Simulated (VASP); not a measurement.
# ZnSe (F-43m) in VASP: a series of runs

Runs on ZnSe. Level: PBE. Tasks: vibrations by perturbation theory.

Program: VASP 6.6.1. These are calculated values, not measurements. Logs are shortened: lines on timing, memory, paths and dates and some standing lists are left out, and cuts for length are marked.

## Step 1: The cell of the first run

It takes space group F-43m (No. 216, cubic). Conventional cell: a = 5.671 Å, b = 5.671 Å, c = 5.671 Å, α = 90.00°, β = 90.00°, γ = 90.00°. Within 3.2 Å of Zn (site symmetry -43m) lie 4 Se at 2.46 Å. Within 3.2 Å of Se (site symmetry -43m) lie 4 Zn at 2.46 Å.

## Step 2: Vibrations by perturbation theory, PBE

Input file INCAR:

```
PREC     = Accurate       # precision mode
ENCUT    = 520            # plane-wave cutoff, eV
EDIFF    = 1E-8           # SCF threshold, eV
ISMEAR   = 0              # smearing method
SIGMA    = 0.01           # smearing width, eV
LREAL    = False          # projectors in reciprocal space
LASPH    = True           # aspherical terms in the spheres
NELM     = 80             # most SCF steps
ALGO     = Normal         # electronic algorithm
ISIF     = 2              # what is computed and relaxed
LWAVE    = False          # write WAVECAR
LCHARG   = False          # write CHGCAR
GGA      = PE             # functional
NBANDS   = 16             # bands
IBRION   = 8              # ionic algorithm
NSW      = 1              # ionic steps
LEPSILON = True           # dielectric tensor by DFPT
```

Input file KPOINTS:

```
Automatic mesh
0
Gamma
  8 8 8
```

Input file POSCAR:

```
ZnSe
1.0
    0.0000000000      2.8353109284      2.8353109284
    2.8353109284      0.0000000000      2.8353109284
    2.8353109284      2.8353109284      0.0000000000
Zn Se
1 1
Direct
    0.0000000000      0.0000000000      0.0000000000
    0.7500000000      0.7500000000      0.7500000000
```

Potentials or basis: VASP PAW PBE potentials, release 64 (Zn, Se).

Started as:

```console
$ cat potpaw_PBE.64/Zn/POTCAR potpaw_PBE.64/Se/POTCAR > POTCAR
$ mpirun -np 1 vasp_std > vasp.out
```

OUTCAR:

```text
PREC = Accurate
   ENCUT = 520
   EDIFF = 1E-8
   ISMEAR = 0
   LREAL = False
   LASPH = True
   NELM = 80
   ISIF = 2
   GGA = PE
   IBRION = 8
   NSW = 1
   LEPSILON = True

 ion  position               nearest neighbor table
   1  0.000  0.000  0.000-   2 2.46   2 2.46   2 2.46   2 2.46
   2  0.750  0.750  0.750-   1 2.46   1 2.46   1 2.46   1 2.46

  LATTYP: Found a face centered cubic cell.
 ALAT       =     5.6706218568

  Lattice vectors:

 A1 = (   0.0000000000,   2.8353109284,   2.8353109284)
 A2 = (   2.8353109284,   0.0000000000,   2.8353109284)
 A3 = (   2.8353109284,   2.8353109284,   0.0000000000)

Analysis of symmetry for initial positions (statically):
=====================================================================
 Subroutine PRICEL returns:
 Original cell was already a primitive cell.

 Routine SETGRP: Setting up the symmetry group for a
 face centered cubic supercell.

 Subroutine GETGRP returns: Found 24 space group operations
 (whereof 24 operations were pure point group operations)
 out of a pool of 48 trial point group operations.

The static configuration has the point symmetry T_d .

Analysis of symmetry for dynamics (positions and initial velocities):
=====================================================================
 Subroutine PRICEL returns:
 Original cell was already a primitive cell.

 Routine SETGRP: Setting up the symmetry group for a
 face centered cubic supercell.

 Subroutine GETGRP returns: Found 24 space group operations
 (whereof 24 operations were pure point group operations)
 out of a pool of 48 trial point group operations.

The dynamic configuration has the point symmetry T_d .

 Subroutine INISYM returns: Found 24 space group operations
 (whereof 24 operations are pure point group operations),
 and found     1 'primitive' translations

----------------------------------------------------------------------------------------

                                     Primitive cell

  volume of cell :      45.5861

  direct lattice vectors                    reciprocal lattice vectors
     0.000000000  2.835310928  2.835310928    -0.176347502  0.176347502  0.176347502
     2.835310928  0.000000000  2.835310928     0.176347502 -0.176347502  0.176347502
     2.835310928  2.835310928  0.000000000     0.176347502  0.176347502 -0.176347502

  length of vectors
     4.009735168  4.009735168  4.009735168     0.305442833  0.305442833  0.305442833

  position of ions in fractional coordinates (direct lattice)
     0.000000000  0.000000000  0.000000000
     0.750000000  0.750000000  0.750000000

  ion indices of the primitive-cell ions
   primitive index   ion index
                 1           1
                 2           2

----------------------------------------------------------------------------------------

 KPOINTS: Automatic mesh

Automatic generation of k-mesh.
 Grid dimensions read from file:
 generate k-points for:    8    8    8

 Generating k-lattice:

  Cartesian coordinates                     Fractional coordinates (reciprocal lattice)
    -0.022043438  0.022043438  0.022043438     0.125000000  0.000000000  0.000000000
     0.022043438 -0.022043438  0.022043438     0.000000000  0.125000000  0.000000000
     0.022043438  0.022043438 -0.022043438     0.000000000  0.000000000  0.125000000

  Length of vectors
     0.038180354  0.038180354  0.038180354

  Shift w.r.t. Gamma in fractional coordinates (k-lattice)
     0.000000000  0.000000000  0.000000000

 Subroutine IBZKPT returns following result:
 ===========================================

 Found     29 irreducible k-points:

 Following reciprocal coordinates:
[... 570 lines left out ...]
 -----------------------------------------------------------------------------------
      0.00000      0.00000      0.00000        -0.000000     -0.000000      0.000000
      4.25297      4.25297      4.25297         0.000000      0.000000     -0.000000
 -----------------------------------------------------------------------------------
    total drift:                                0.000001      0.000001      0.000001

  FREE ENERGIE OF THE ION-ELECTRON SYSTEM (eV)
  ---------------------------------------------------
  free  energy   TOTEN  =        -6.0211600951 eV

  energy  without entropy=       -6.0211600951  energy(sigma->0) =       -6.02116010

 HEAD OF MICROSCOPIC STATIC DIELECTRIC TENSOR (INDEPENDENT PARTICLE, excluding Hartree and local field effects)
 ------------------------------------------------------
           8.161961     0.000000     0.000000
          -0.000000     8.161961     0.000000
           0.000000    -0.000000     8.161961
 ------------------------------------------------------

 Free energy of the ion-electron system (eV)
  ---------------------------------------------------
  ---------------------------------------------------
  free energy    TOTEN  =        -0.92742136 eV

  energy without entropy =       -0.92742136

------------------------ aborting loop because EDIFF is reached ----------------------------------------

--------------------------------------- Ionic step        2  -------------------------------------------

------------------------ aborting loop because EDIFF is reached ----------------------------------------

--------------------------------------- Ionic step        3  -------------------------------------------

------------------------ aborting loop because EDIFF is reached ----------------------------------------

 PIEZOELECTRIC TENSOR FIELD DIRECTION 3  (e Angst)
 -----------------------------------------------------------------------------
    -0.00071  2.02589  0.00000           (  0.00000 -0.03508  0.00000)
     2.02589 -0.00071  0.00000           ( -0.03508  0.00000  0.00000)
     0.00000  0.00000 -0.00030           (  0.00000  0.00000 -0.00000)

 PIEZOELECTRIC TENSOR FIELD DIRECTION 3  (C/m^2)
 -----------------------------------------------------------------------------
    -0.00025  0.71202  0.00000
     0.71202 -0.00025  0.00000
     0.00000  0.00000 -0.00011

--------------------------------------- Ionic step        4  -------------------------------------------

------------------------ aborting loop because EDIFF is reached ----------------------------------------

[... ionic steps 5 to 6 ...]

--------------------------------------- Ionic step        7  -------------------------------------------

 Free energy of the ion-electron system (eV)
  ---------------------------------------------------
  ---------------------------------------------------
  free energy    TOTEN  =        -0.08259440 eV

  energy without entropy =       -0.08259440

------------------------ aborting loop because EDIFF is reached ----------------------------------------

 INTERNAL STRAIN TENSOR  FOR ION    2  DIRECTION 1   (eV/Angst):
 -----------------------------------------------------------------------------
    -0.01633  0.00000  0.00000
     0.00000  0.01352  5.60733
     0.00000  5.60733  0.01352

 MACROSCOPIC STATIC DIELECTRIC TENSOR (including local field effects in DFT)
 ------------------------------------------------------
           7.789399    -0.000000     0.000000
           0.000000     7.789399    -0.000000
          -0.000000    -0.000000     7.789399
 ------------------------------------------------------

 PIEZOELECTRIC TENSOR (including local field effects)  for field in x, y, z        (e  Angst)
          XX          YY          ZZ          XY          YZ          ZX
  --------------------------------------------------------------------------------
  x    -0.00000     0.00000     0.00000     0.00000     2.04163     0.00000
  y     0.00000    -0.00000     0.00000     0.00000     0.00000     2.04163
  z     0.00000    -0.00000     0.00000     2.04163     0.00000     0.00000

 PIEZOELECTRIC TENSOR (including local field effects)  for field in x, y, z        (C/m^2)
          XX          YY          ZZ          XY          YZ          ZX
  --------------------------------------------------------------------------------
  x    -0.00000     0.00000     0.00000     0.00000     0.71756     0.00000
  y     0.00000    -0.00000     0.00000     0.00000     0.00000     0.71756
  z     0.00000    -0.00000     0.00000     0.71756     0.00000     0.00000

 BORN EFFECTIVE CHARGES (including local field effects) (in |e|, cummulative output)
 ---------------------------------------------------------------------------------
 ion    1
    1     2.09003     0.00000     0.00000
    2     0.00000     2.09003     0.00000
    3     0.00000     0.00000     2.09003
 ion    2
    1    -2.09003     0.00000     0.00000
    2     0.00000    -2.09003     0.00000
    3     0.00000     0.00000    -2.09003

 INTERNAL STRAIN TENSOR FOR ION    2 for displacements in x,y,z  (eV/Angst):
          X           Y           Z          XY          YZ          ZX
  --------------------------------------------------------------------------------
  x    -0.00000     0.00000     0.00000     0.00000     5.60733     0.00000
  y     0.00000    -0.00000     0.00000     0.00000     0.00000     5.60733
  z     0.00000     0.00000    -0.00000     5.60733     0.00000     0.00000

 SECOND DERIVATIVES (NOT SYMMETRIZED)
 ------------------------------------
               1X          1Y          1Z          2X          2Y          2Z
  1X    -5.757283    0.000000    0.000000    5.757283    0.000000    0.000000
  1Y     0.000000   -5.757283    0.000000    0.000000    5.757283    0.000000
  1Z     0.000000    0.000000   -5.757283    0.000000    0.000000    5.757283
  2X     5.676733    0.000000    0.000000   -5.676733    0.000000    0.000000
  2Y     0.000000    5.676733    0.000000    0.000000   -5.676733    0.000000
  2Z     0.000000    0.000000    5.676733    0.000000    0.000000   -5.676733

 Eigenvectors and eigenvalues of the dynamical matrix
 ----------------------------------------------------

   1 f  =    6.252169 THz    39.283537 2PiTHz  208.549915 cm-1    25.856882 meV
             X         Y         Z           dx          dy          dz
      0.000000  0.000000  0.000000    -0.000000   -0.000000    0.741951
      4.252966  4.252966  4.252966    -0.000000    0.000000   -0.670454
[... 21 lines left out ...]
   6 f/i=    0.021910 THz     0.137666 2PiTHz    0.730847 cm-1     0.090613 meV
             X         Y         Z           dx          dy          dz
      0.000000  0.000000  0.000000    -0.435645    0.509424   -0.014443
      4.252966  4.252966  4.252966    -0.482103    0.563749   -0.015983

--------------------------------------------------------------------------------------------------------

 MACROSCOPIC STATIC DIELECTRIC TENSOR IONIC CONTRIBUTION
 ------------------------------------------------------
           3.032918    -0.000000    -0.000000
          -0.000000     3.032918     0.000000
          -0.000000     0.000000     3.032918
 ------------------------------------------------------

 ELASTIC MODULI CONTR FROM IONIC RELAXATION (kBar)
 Direction    XX          YY          ZZ          XY          YZ          ZX
 --------------------------------------------------------------------------------
 XX          -0.0000      0.0000      0.0000     -0.0000      0.0000      0.0000
 YY           0.0000     -0.0000     -0.0000     -0.0000     -0.0000      0.0000
 ZZ           0.0000     -0.0000     -0.0000      0.0000     -0.0000      0.0000
 XY          -0.0000     -0.0000      0.0000   -193.7774      0.0000     -0.0000
 YZ           0.0000     -0.0000     -0.0000      0.0000   -193.7774      0.0000
 ZX           0.0000      0.0000      0.0000     -0.0000      0.0000   -193.7774
 --------------------------------------------------------------------------------

 PIEZOELECTRIC TENSOR IONIC CONTR  for field in x, y, z        (C/m^2)
          XX          YY          ZZ          XY          YZ          ZX
  --------------------------------------------------------------------------------
  x     0.00000    -0.00000    -0.00000     0.00000    -0.72136     0.00000
  y     0.00000     0.00000     0.00000    -0.00000     0.00000    -0.72136
  z    -0.00000    -0.00000     0.00000    -0.72136     0.00000    -0.00000
```

Run time: 4.5 min. Hardware: 1 thread of Intel Xeon 6975P-C (Granite Rapids), shared host; peak memory 0.32 GiB.

Results:

- Electronic dielectric tensor (diagonal): 7.79
- Born charges (mean of the diagonal): Zn +2.09; Se -2.09 e
- Highest phonon frequency at Γ, LO-TO splitting left out: 209 cm⁻¹

Phonon frequencies in cm⁻¹ (negative: imaginary):
| q point | frequencies |
| --- | --- |
| (0.000, 0.000, 0.000) | -1 -1 -1 209 209 209 |

Electronic dielectric tensor:
```
7.79 0.00 0.00
0.00 7.79 0.00
0.00 0.00 7.79
```

Born effective charge tensors (e):
atom 1, Zn
```
2.09 0.00 0.00
0.00 2.09 0.00
0.00 0.00 2.09
```
atom 2, Se
```
-2.09  0.00  0.00
 0.00 -2.09  0.00
 0.00  0.00 -2.09
```

Caveat: the cell wasn't relaxed at this level first, which shifts response properties.

## Step 3: Vibrations by perturbation theory, PBE

This run uses another cell than the first one, of 17.79 Å³/atom, 0.781 times its volume.

Input file INCAR:

```
PREC = Accurate
ENCUT = 520
EDIFF = 1E-8
ISMEAR = 0
SIGMA = 0.01
LREAL = F
LASPH = T
NELM = 80
ALGO = Normal
ISIF = 2
LWAVE = F
LCHARG = F
GGA = PE
NBANDS = 16
IBRION = 8
NSW = 1
LEPSILON = T
```

Input file KPOINTS:

```
Automatic mesh
0
Gamma
  10 10 10
```

Input file POSCAR:

```
ZnSe
1.0
    0.0000000000      2.6106585328      2.6106585328
    2.6106585328      0.0000000000      2.6106585328
    2.6106585328      2.6106585328      0.0000000000
Zn Se
1 1
Direct
    0.0000000000      0.0000000000      0.0000000000
    0.7500000000      0.7500000000      0.7500000000
```

Potentials or basis: VASP PAW PBE potentials, release 64 (Zn, Se).

Started as:

```console
$ cat potpaw_PBE.64/Zn/POTCAR potpaw_PBE.64/Se/POTCAR > POTCAR
$ mpirun -np 1 vasp_std > vasp.out
```

OUTCAR:

```text
PREC = Accurate
   ENCUT = 520
   EDIFF = 1E-8
   ISMEAR = 0
   LREAL = F
   LASPH = T
   NELM = 80
   ISIF = 2
   GGA = PE
   IBRION = 8
   NSW = 1
   LEPSILON = T

 ion  position               nearest neighbor table
   1  0.000  0.000  0.000-   2 2.26   2 2.26   2 2.26   2 2.26
   2  0.750  0.750  0.750-   1 2.26   1 2.26   1 2.26   1 2.26

  LATTYP: Found a face centered cubic cell.
[... 784 lines left out ...]
      0.000000  0.000000  0.000000    -0.738681    0.000000    0.000000
      3.915988  3.915988  3.915988     0.674056    0.000000    0.000000
[... 21 lines left out ...]
   6 f/i=    0.012464 THz     0.078312 2PiTHz    0.415746 cm-1     0.051546 meV
             X         Y         Z           dx          dy          dz
      0.000000  0.000000  0.000000     0.000000    0.236429    0.631231
      3.915988  3.915988  3.915988     0.000000    0.259097    0.691750

--------------------------------------------------------------------------------------------------------

 MACROSCOPIC STATIC DIELECTRIC TENSOR IONIC CONTRIBUTION
 ------------------------------------------------------
           1.154914     0.000000     0.000000
           0.000000     1.154914     0.000000
           0.000000     0.000000     1.154914
 ------------------------------------------------------

 ELASTIC MODULI CONTR FROM IONIC RELAXATION (kBar)
 Direction    XX          YY          ZZ          XY          YZ          ZX
 --------------------------------------------------------------------------------
 XX          -0.0000      0.0000      0.0000     -0.0000      0.0000      0.0000
 YY           0.0000     -0.0000      0.0000     -0.0000     -0.0000     -0.0000
 ZZ           0.0000      0.0000     -0.0000      0.0000     -0.0000      0.0000
 XY          -0.0000     -0.0000      0.0000  -1108.8524      0.0000      0.0000
 YZ           0.0000     -0.0000     -0.0000      0.0000  -1108.8524      0.0000
 ZX           0.0000     -0.0000      0.0000      0.0000      0.0000  -1108.8524
 --------------------------------------------------------------------------------

 PIEZOELECTRIC TENSOR IONIC CONTR  for field in x, y, z        (C/m^2)
          XX          YY          ZZ          XY          YZ          ZX
  --------------------------------------------------------------------------------
  x     0.00000    -0.00000    -0.00000     0.00000    -1.06484     0.00000
  y     0.00000    -0.00000     0.00000     0.00000     0.00000    -1.06484
  z    -0.00000    -0.00000     0.00000    -1.06484     0.00000     0.00000
```

OSZICAR:

```text
N       E                     dE             d eps       ncg     rms          rms(c)
DAV:   1     0.917485876830E+02    0.91749E+02   -0.90286E+03  1504   0.138E+03
DAV:   2    -0.111601445300E+00   -0.91860E+02   -0.86174E+02  1656   0.268E+02
DAV:   3    -0.546170724520E+01   -0.53501E+01   -0.53297E+01  1880   0.630E+01
[... 173 lines left out ...]
RMM:   4    -0.813998618025E-01   -0.60784E-03   -0.60288E-05  9933   0.464E-02    0.101E-02
RMM:   5    -0.814232969906E-01   -0.23435E-04   -0.40751E-06  9900   0.994E-03    0.512E-03
RMM:   6    -0.814115547398E-01    0.11742E-04   -0.12898E-06  9925   0.250E-03    0.240E-03
RMM:   7    -0.814071313992E-01    0.44233E-05    0.69953E-08  9880   0.927E-04    0.269E-04
RMM:   8    -0.814092904921E-01   -0.21591E-05   -0.99142E-08 10189   0.253E-04    0.437E-05
RMM:   9    -0.814092864981E-01    0.39940E-08    0.54726E-09 10037   0.958E-05    0.125E-05
 Linear response finished
```

It took 9.6 min on 1 thread of Intel Xeon Platinum 8375C at 2.90GHz (Ice Lake), shared host; peak memory 0.38 GiB.

Results:

```yaml
Electronic_dielectric_tensor_diagonal: 7.07
Born_charges_mean_of_the_diagonal: Zn +1.67; Se -1.67 e
Highest_phonon_frequency_at_Γ_LO-TO_splitting_left_out: 306 cm⁻¹
```

Phonon frequencies in cm⁻¹ (negative: imaginary):
| q point | frequencies |
| --- | --- |
| (0.000, 0.000, 0.000) | 0 0 0 306 306 306 |

Electronic dielectric tensor:
```
7.07 0.00 0.00
0.00 7.07 0.00
0.00 0.00 7.07
```

Born effective charge tensors (e):
atom 1, Zn
```
1.67 0.00 0.00
0.00 1.67 0.00
0.00 0.00 1.67
```
atom 2, Se
```
-1.67  0.00  0.00
 0.00 -1.67  0.00
 0.00  0.00 -1.67
```

Caveat: the cell wasn't relaxed at this level first, which shifts response properties.

[end of part 1 of 2]
